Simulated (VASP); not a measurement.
# Sb (Im-3m) in VASP: notebook

Sb is run at these levels: BLYP+D4, PBE+D3(BJ); tasks: single point.

All numbers are computed with VASP 6.6.1; they aren't measurements. Logs are shortened: lines on timing, memory, paths and dates and some standing lists are left out, and cuts for length are marked.

## Step 1: The cell of the first run

Symmetry: Im-3m, No. 229, cubic system. The conventional cell has a = 3.743 Å, b = 3.743 Å, c = 3.743 Å, α = 90.00°, β = 90.00°, γ = 90.00°. Within 4.3 Å of Sb (site symmetry m-3m) lie 14 Sb at 3.24 to 3.74 Å.

## Step 2: Single point, BLYP+D4, non-collinear spin, zero start, spin-orbit coupling

Input file INCAR:

```
PREC = Accurate ; ENCUT = 520
EDIFF = 1E-7 ; ISMEAR = -1
SIGMA = 0.1 ; LREAL = False
LASPH = True ; NELM = 150
ALGO = Normal ; ISIF = 2
LWAVE = False ; LCHARG = True
LNONCOLLINEAR = True ; MAGMOM = 0 0 0
LORBIT = 11 ; LSORBIT = True
GGA_COMPAT = False ; LORBMOM = True
GGA = B5 ; ALDAX = 1.0
AGGAX = 1.0 ; AGGAC = 1.0
ALDAC = 0.0 ; IVDW = 13
VDW_S6 = 1.0 ; VDW_S8 = 2.34076671
VDW_A1 = 0.44488865 ; VDW_A2 = 4.0933009
LVHAR = True ; NBANDS = 16
```

Input file KPOINTS:

```
regular mesh
0
Gamma
  7 7 7
```

Input file POSCAR:

```
Sb
1.0
   -1.8713408863      1.8713408863      1.8713408863
    1.8713408863     -1.8713408863      1.8713408863
    1.8713408863      1.8713408863     -1.8713408863
Sb
1
Direct
    0.0000000000      0.0000000000      0.0000000000
```

Potentials or basis: VASP PAW PBE potentials, release 64 (Sb).

Launch:

```console
> cat potpaw_PBE.64/Sb/POTCAR > POTCAR
> mpirun -np 1 vasp_ncl > vasp.out
```

OUTCAR:

```text
PREC = Accurate
   ENCUT = 520
   EDIFF = 1E-7
   ISMEAR = -1
   LREAL = False
   LASPH = True
   NELM = 150
   ISIF = 2
   LNONCOLLINEAR = True
   LORBIT = 11
   LSORBIT = True
   GGA = B5
   IVDW = 13

 ion  position               nearest neighbor table
   1  0.000  0.000  0.000-

  LATTYP: Found a body centered cubic cell.
 ALAT       =     3.7426817726

  Lattice vectors:

 A1 = (  -1.8713408863,   1.8713408863,   1.8713408863)
 A2 = (   1.8713408863,  -1.8713408863,   1.8713408863)
 A3 = (   1.8713408863,   1.8713408863,  -1.8713408863)

Analysis of symmetry for initial positions (statically):
=====================================================================
 Subroutine PRICEL returns:
 Original cell was already a primitive cell.

 Routine SETGRP: Setting up the symmetry group for a
 body centered cubic supercell.

 Subroutine GETGRP returns: Found 48 space group operations
 (whereof 48 operations were pure point group operations)
 out of a pool of 48 trial point group operations.

The static configuration has the point symmetry O_h .

Analysis of symmetry for dynamics (positions and initial velocities):
=====================================================================
 Subroutine PRICEL returns:
 Original cell was already a primitive cell.

 Routine SETGRP: Setting up the symmetry group for a
 body centered cubic supercell.

 Subroutine GETGRP returns: Found 48 space group operations
 (whereof 48 operations were pure point group operations)
 out of a pool of 48 trial point group operations.

The dynamic configuration has the point symmetry O_h .

Analysis of structural, dynamic, and magnetic symmetry:
=====================================================================
 Subroutine PRICEL returns:
 Original cell was already a primitive cell.

 Routine SETGRP: Setting up the symmetry group for a
 body centered cubic supercell.

 Subroutine GETGRP returns: Found 48 space group operations
 (whereof 48 operations were pure point group operations)
 out of a pool of 48 trial point group operations.

The overall configuration has the point symmetry O_h .

 Subroutine INISYM returns: Found 48 space group operations
 (whereof 48 operations are pure point group operations),
 and found     1 'primitive' translations

----------------------------------------------------------------------------------------

                                     Primitive cell

  volume of cell :      26.2131

  direct lattice vectors                    reciprocal lattice vectors
    -1.871340886  1.871340886  1.871340886     0.000000000  0.267188092  0.267188092
     1.871340886 -1.871340886  1.871340886     0.267188092  0.000000000  0.267188092
     1.871340886  1.871340886 -1.871340886     0.267188092  0.267188092  0.000000000

  length of vectors
     3.241257493  3.241257493  3.241257493     0.377861023  0.377861023  0.377861023

  position of ions in fractional coordinates (direct lattice)
     0.000000000  0.000000000  0.000000000

  ion indices of the primitive-cell ions
   primitive index   ion index
                 1           1

----------------------------------------------------------------------------------------

 KPOINTS: regular mesh

Automatic generation of k-mesh.
 Grid dimensions read from file:
 generate k-points for:    7    7    7

 Generating k-lattice:

  Cartesian coordinates                     Fractional coordinates (reciprocal lattice)
     0.000000000  0.038169727  0.038169727     0.142857143  0.000000000  0.000000000
     0.038169727  0.000000000  0.038169727     0.000000000  0.142857143  0.000000000
     0.038169727  0.038169727  0.000000000     0.000000000  0.000000000  0.142857143

  Length of vectors
     0.053980146  0.053980146  0.053980146

  Shift w.r.t. Gamma in fractional coordinates (k-lattice)
     0.000000000  0.000000000  0.000000000

 Subroutine IBZKPT returns following result:
 ===========================================

[... 42 lines left out ...]
   EDIFF  = 0.1E-06   stopping-criterion for ELM
   LREAL  =      F    real-space projection
   EDIFFG = 0.1E-05   stopping-criterion for IOM
   NSW    =      0    number of steps for IOM
   IBRION =     -1    ionic relax: 0-MD 1-quasi-New 2-CG
   NFREE  =      0    steps in history (QN), initial steepest desc. (CG)
   ISIF   =      2    stress and relaxation
   ISYM   =      2    0-nonsym 1-usesym 2-fastsym
   POTIM  = 0.5000    time-step for ionic-motion
   TEBEG  =    0.0;   TEEND  =   0.0 temperature during run
   PSTRESS=    0.0 pullay stress
   NELECT =       5.0000    total number of electrons
   NUPDOWN=      -1.0000    fix difference up-down
   EMIN   =  10.00;   EMAX   =-10.00  energy-range for DOS
   EFERMI =   0.00;   METHOD = LEGACY
   ISMEAR =    -1;   SIGMA  =   0.10  broadening in eV -4-tet -1-fermi 0-gaus
   EFERMI_NEDOS =   21; number of points for ismear=-14 and -15
   IALGO  =     38    algorithm
   IMIX   =      4    mixing-type and parameters
     AMIX     =   0.40;   BMIX     =  1.00
     AMIX_MAG =   1.60;   BMIX_MAG =  1.00
  volume/ion in A,a.u.               =      26.21       176.89
  Fermi-wavevector in a.u.,A,eV,Ry     =   0.942378  1.780837 12.083018  0.888077
  Thomas-Fermi vector in A             =   2.069982
   LORBIT       =     11    0 simple, 1 ext, 2 COOP (PROOUT), +10 PAW based schemes
   GGA     = B5    functional components
   LHFCALC =     F    Hartree Fock is set to
   AEXX    =    0.0000 exact exchange contribution
   IVDW    =    13    specifies the selected vdW correction
   LEPSILON=     F    determine dielectric tensor
   LRPA    =     F    only Hartree local field effects (RPA)
  energy-cutoff  :      520.00
  volume of cell :       26.21
 maximum number of plane-waves:      1432
   NGX = 13   NGY = 13   NGZ = 13

 number of electron       5.0000000 magnetization       0.0000000      0.0000000      0.0000000

 number of electron       4.9999999 magnetization      -0.0000000      0.0000000     -0.0000000

 number of electron       4.9999999 magnetization       0.0000000     -0.0000000      0.0000000

 Free energy of the ion-electron system (eV)
  ---------------------------------------------------
  ext. energy  EPLUGINS =         0.00000000
  ---------------------------------------------------
  free energy    TOTEN  =        -2.93924188 eV

  energy without entropy =       -2.89803246  energy(sigma->0) =       -2.91863717

 E-fermi :   9.4234     XC(G=0):  -9.6686

 val. band max:        9.1759322835   @ k =  -0.2857   0.2857   0.2857
 cond. band min:       9.4815087691   @ k =   0.2857   0.1429   0.1429
 fundamental gap:      0.3055764856
 Fermi energy:         9.4234159833

 k-point     1 :       0.0000    0.0000    0.0000
  band No.  band energies     occupation
      1      -3.7497      1.00000
      2      -3.7497      1.00000
      3      13.9524      0.00000
      4      13.9524      0.00000
      5      15.2254      0.00000
      6      15.2254      0.00000
[... 357 lines left out ...]
      3       6.9326      1.00000
      4       6.9326      1.00000
      5       7.5186      1.00000
      6       7.5186      1.00000
[... 8 lines left out ...]
     15      25.7089      0.00000
     16      25.7089      0.00000

------------------------ aborting loop because EDIFF is reached ----------------------------------------

  DFT-D4 for vdW energy calculation

  Edisp (eV):   -1.09542

  FORCE on cell =-STRESS in cart. coord.  units (eV):
  Direction    XX          YY          ZZ          XY          YZ          ZX
  --------------------------------------------------------------------------------------
  -------------------------------------------------------------------------------------
  Total       0.54658     0.54658     0.54658     0.00000     0.00000    -0.00000
  in kB      33.40745    33.40745    33.40745     0.00000     0.00000    -0.00000
  external pressure =       33.41 kB  Pullay stress =        0.00 kB

 VOLUME and BASIS-vectors are now :
 -----------------------------------------------------------------------------
  energy-cutoff  :      520.00
  volume of cell :       26.21
      direct lattice vectors                 reciprocal lattice vectors
    -1.871340886  1.871340886  1.871340886     0.000000000  0.267188092  0.267188092
     1.871340886 -1.871340886  1.871340886     0.267188092  0.000000000  0.267188092
     1.871340886  1.871340886 -1.871340886     0.267188092  0.267188092  0.000000000

 POSITION                                       TOTAL-FORCE (eV/Angst)
 -----------------------------------------------------------------------------------
      0.00000      0.00000      0.00000         0.000000      0.000000      0.000000
 -----------------------------------------------------------------------------------
    total drift:                               -0.000000     -0.000000     -0.000000

  FREE ENERGIE OF THE ION-ELECTRON SYSTEM (eV)
  ---------------------------------------------------
  free  energy   TOTEN  =        -4.0346591855 eV

  energy  without entropy=       -3.9934497593  energy(sigma->0) =       -4.01405447

 orbital moment (x)

 # of ion     p       d       tot
 ----------------------------------------
  1         0.000   0.000   0.000
 ----------------------------------------
            0.000   0.000   0.000

 orbital moment (y)

 # of ion     p       d       tot
 ----------------------------------------
  1        -0.000   0.000   0.000
 ----------------------------------------
           -0.000   0.000   0.000

 orbital moment (z)

 # of ion     p       d       tot
 ----------------------------------------
  1         0.000  -0.000  -0.000
 ----------------------------------------
            0.000  -0.000  -0.000

 Spin-Orbit-Coupling matrix elements

 Ion:    1  E_soc:     -0.1486638
 l=   1
     0.0000000    -0.0245433    -0.0245433
    -0.0245433     0.0000000    -0.0245433
    -0.0245433    -0.0245433     0.0000000
 l=   2
     0.0000000    -0.0000697     0.0000000    -0.0000697    -0.0001643
    -0.0000697     0.0000000    -0.0001232    -0.0000697    -0.0000411
     0.0000000    -0.0001232     0.0000000    -0.0001232     0.0000000
    -0.0000697    -0.0000697    -0.0001232     0.0000000    -0.0000411
    -0.0001643    -0.0000411     0.0000000    -0.0000411     0.0000000
 l=   3
     0.0000000     0.0000000     0.0000000     0.0000000     0.0000000     0.0000000     0.0000000
     0.0000000     0.0000000     0.0000000     0.0000000     0.0000000     0.0000000     0.0000000
     0.0000000     0.0000000     0.0000000     0.0000000     0.0000000     0.0000000     0.0000000
     0.0000000     0.0000000     0.0000000     0.0000000     0.0000000     0.0000000     0.0000000
     0.0000000     0.0000000     0.0000000     0.0000000     0.0000000     0.0000000     0.0000000
     0.0000000     0.0000000     0.0000000     0.0000000     0.0000000     0.0000000     0.0000000
     0.0000000     0.0000000     0.0000000     0.0000000     0.0000000     0.0000000     0.0000000

 total charge

# of ion       s       p       d       tot
------------------------------------------
    1        1.268   1.105   0.039   2.412

 magnetization (x)

# of ion       s       p       d       tot
------------------------------------------
    1        0.000  -0.000  -0.000  -0.000

 magnetization (y)

# of ion       s       p       d       tot
------------------------------------------
    1        0.000   0.000   0.000   0.000

 magnetization (z)

# of ion       s       p       d       tot
------------------------------------------
    1        0.000  -0.000  -0.000   0.000
```

It took 32 s on 1 thread of AMD EPYC 7R43 (Zen 3), shared host; peak memory 0.16 GiB.

Results:

```
Free energy                                           : -4.0347 eV
Pressure                                              : 3.3 GPa
Net moment                                            : 0.00 μB per cell
Valence electrons inside the program's atomic spheres : Sb 2.41
Dispersion energy per atom                            : -1.095 eV
```

Moments on the atoms (μB; x, y, z):
```
Sb  0.00 0.00 0.00
```

Caveat: the PAW data sets were made with another functional, which shifts forces and pressure a little.

## Step 3: Single point, PBE+D3(BJ)

Input file INCAR:

```
SYSTEM = Sb
  ALGO = Normal
  EDIFF = 1E-7
  ENCUT = 520
  GGA = PE
  ISIF = 2
  ISMEAR = -1
  IVDW = 12
  LASPH = .True.
  LCHARG = .True.
  LELF = .True.
  LREAL = .False.
  LVHAR = .True.
  LWAVE = .False.
  NBANDS = 8
  NELM = 80
  PREC = Accurate
  SIGMA = 0.05
```

Input file KPOINTS:

```
k-points
0
Gamma
  10 10 10
  0 0 0
```

Input file POSCAR:

```
Sb
1.0
   -1.8703216679      1.8703216679      1.8703216679
    1.8703216679     -1.8703216679      1.8703216679
    1.8703216679      1.8703216679     -1.8703216679
Sb
1
Direct
    0.0000000000      0.0000000000      0.0000000000
```

Potentials or basis: VASP PAW PBE potentials, release 64 (Sb).

Launch:

```console
> cat potpaw_PBE.64/Sb/POTCAR > POTCAR
> mpirun -np 1 vasp_std > vasp.out
```

OUTCAR:

```text
SYSTEM = Sb
   EDIFF = 1E-7
   ENCUT = 520
   GGA = PE
   ISIF = 2
   ISMEAR = -1
   IVDW = 12
   LASPH = .True.
   LREAL = .False.
   NELM = 80
   PREC = Accurate
 IVDW          = 12

 ion  position               nearest neighbor table
   1  0.000  0.000  0.000-

  LATTYP: Found a body centered cubic cell.
 ALAT       =     3.7406433358

  Lattice vectors:

 A1 = (  -1.8703216679,   1.8703216679,   1.8703216679)
 A2 = (   1.8703216679,  -1.8703216679,   1.8703216679)
[... 441 lines left out ...]
      7      18.6476      0.00000
      8      23.8581      0.00000

 [... further k-points ...]

------------------------ aborting loop because EDIFF is reached ----------------------------------------

 Edisp (eV)   -0.53999

 E8    (eV) :    -0.2492

  FORCE on cell =-STRESS in cart. coord.  units (eV):
  Direction    XX          YY          ZZ          XY          YZ          ZX
  --------------------------------------------------------------------------------------
  -------------------------------------------------------------------------------------
  Total      -0.01498    -0.01498    -0.01498    -0.00000    -0.00000     0.00000
  in kB      -0.91719    -0.91719    -0.91719    -0.00000    -0.00000     0.00000
  external pressure =       -0.92 kB  Pullay stress =        0.00 kB

 VOLUME and BASIS-vectors are now :
 -----------------------------------------------------------------------------
  energy-cutoff  :      520.00
  volume of cell :       26.17
      direct lattice vectors                 reciprocal lattice vectors
    -1.870321668  1.870321668  1.870321668     0.000000000  0.267333694  0.267333694
     1.870321668 -1.870321668  1.870321668     0.267333694  0.000000000  0.267333694
     1.870321668  1.870321668 -1.870321668     0.267333694  0.267333694  0.000000000

 POSITION                                       TOTAL-FORCE (eV/Angst)
 -----------------------------------------------------------------------------------
      0.00000      0.00000      0.00000         0.000000      0.000000      0.000000
 -----------------------------------------------------------------------------------
    total drift:                                0.000000      0.000000     -0.000000

  FREE ENERGIE OF THE ION-ELECTRON SYSTEM (eV)
  ---------------------------------------------------
  free  energy   TOTEN  =        -4.4296616124 eV

  energy  without entropy=       -4.4206434271  energy(sigma->0) =       -4.42515252
```

OSZICAR:

```text
N       E                     dE             d eps       ncg     rms          rms(c)
DAV:   1     0.441959408115E+01    0.44196E+01   -0.16616E+03   776   0.409E+02
DAV:   2    -0.379532589165E+01   -0.82149E+01   -0.79880E+01  1040   0.510E+01
DAV:   3    -0.389160993825E+01   -0.96284E-01   -0.96120E-01   920   0.606E+00
DAV:   4    -0.389186738500E+01   -0.25745E-03   -0.25744E-03  1088   0.379E-01
DAV:   5    -0.389186795684E+01   -0.57185E-06   -0.57127E-06  1016   0.117E-02    0.183E+00
DAV:   6    -0.389037387634E+01    0.14941E-02   -0.14517E-03   912   0.208E-01    0.106E+00
DAV:   7    -0.388964716011E+01    0.72672E-03   -0.32313E-03   928   0.307E-01    0.582E-02
DAV:   8    -0.388966696702E+01   -0.19807E-04   -0.52401E-05   976   0.545E-02    0.492E-03
DAV:   9    -0.388966751375E+01   -0.54673E-06   -0.69241E-07  1112   0.612E-03    0.109E-03
DAV:  10    -0.388966711960E+01    0.39415E-06   -0.46478E-08  1000   0.126E-03    0.113E-03
DAV:  11    -0.388966695869E+01    0.16091E-06   -0.77218E-10   584   0.237E-04    0.132E-04
DAV:  12    -0.388966699436E+01   -0.35670E-07   -0.98436E-11   536   0.712E-05
   1 F= -.44296616E+01 E0= -.44251525E+01  d E =-.901819E-02
```

stdout:

```text
POSCAR found type information on POSCAR Sb
 POSCAR found :  1 types and       1 ions
 scaLAPACK will be used
 LDA part: xc-table for (Slater+PW92), standard interpolation
 POSCAR, INCAR and KPOINTS ok, starting setup
 FFT: planning ... GRIDC
 FFT: planning ... GRID_SOFT
 FFT: planning ... GRID
 WAVECAR not read
 entering main loop
```

Wall time 5.5 s (1 thread of Intel Xeon Platinum 8259CL at 2.50GHz (Skylake/Cascade Lake), shared host); peak memory 0.14 GiB.

What came out:

- Free energy: -4.4297 eV
- Pressure: -0.1 GPa
- Dispersion energy per atom: -0.540 eV

Caveat: spin-orbit coupling is left out, which moves the levels of the heavy elements; pairwise dispersion overbinds metals, which lowers pressure and volume.

## Step 4: Single point, PBE+D3(BJ)

This run uses another cell than the first one, of 26.33 Å³/atom, 1.004 times its volume.

Input file INCAR:

```
SYSTEM = Sb
ALGO = Normal
EDIFF = 1E-6
ENCUT = 520
GGA = PE
ISIF = 2
ISMEAR = -1
IVDW = 12
LASPH = .True.
LCHARG = .False.
LREAL = .False.
LWAVE = .False.
NBANDS = 8
NELM = 60
PREC = Accurate
SIGMA = 0.05
```

KPOINTS is that of step 3.

Input file POSCAR:

```
Sb
1.0
   -1.8741401102      1.8741401102      1.8741401102
    1.8741401102     -1.8741401102      1.8741401102
    1.8741401102      1.8741401102     -1.8741401102
Sb
1
Direct
    0.0000000000      0.0000000000      0.0000000000
```

Launch:

```console
> cat potpaw_PBE.64/Sb/POTCAR > POTCAR
> mpirun -np 1 vasp_std > vasp.out
```

Run time: 4.1 s. Hardware: 1 thread of Intel Xeon Platinum 8259CL at 2.50GHz (Skylake/Cascade Lake), shared host; peak memory 0.15 GiB.

Results (log left out):

| Item | Value |
| --- | --- |
| Free energy | -4.4294 eV |
| Pressure | -0.5 GPa |
| Dispersion energy per atom | -0.537 eV |

Levels at points of the mesh, in eV from the Fermi level:
```
           k point  band 1  band 2  band 3  band 4  band 5  band 6  band 7
(0.00, 0.00, 0.00)  -13.01    5.68    5.68    5.68   10.64   10.64   10.64
(0.50, 0.00, 0.00)   -8.84   -5.72    1.75    3.82    6.51    6.96   13.90
(0.50, 0.50, 0.50)   -5.47   -2.04   -2.04   -2.04    2.93    2.93   17.69
```

Caveat: three body term missing; spin-orbit coupling is left out, which moves the levels of the heavy elements; pairwise dispersion overbinds metals, which lowers pressure and volume.

## Step 5: The runs side by side

| level | spin | cell | k mesh | smearing | gap on the mesh (eV) | pressure (GPa) |
| --- | --- | --- | --- | --- | --- | --- |
| BLYP+D4 | non-collinear, zero start, SOC | a = 3.241 Å, angles 109.5°, 1 atom | 7 × 7 × 7 | fermi-dirac 0.1 eV | - | 3.3 |
| PBE+D3(BJ) | off | a = 3.239 Å, angles 109.5°, 1 atom | 10 × 10 × 10 | fermi-dirac 0.05 eV | none | -0.1 |
| PBE+D3(BJ) | off | a = 3.246 Å, angles 109.5°, 1 atom | 10 × 10 × 10 | fermi-dirac 0.05 eV | none | -0.5 |

Alike in all rows: task single point; potentials or basis VASP PAW PBE potentials, release 64 (Sb); cutoff (eV) 520.

Caveats: spin-orbit coupling is left out, which moves the levels of the heavy elements (some runs); pairwise dispersion overbinds metals, which lowers pressure and volume (some runs); the PAW data sets were made with another functional, which shifts forces and pressure a little (some runs); three body term missing (some runs).

Total energies depend on the potentials used, so only differences within one code and one set of settings carry meaning.
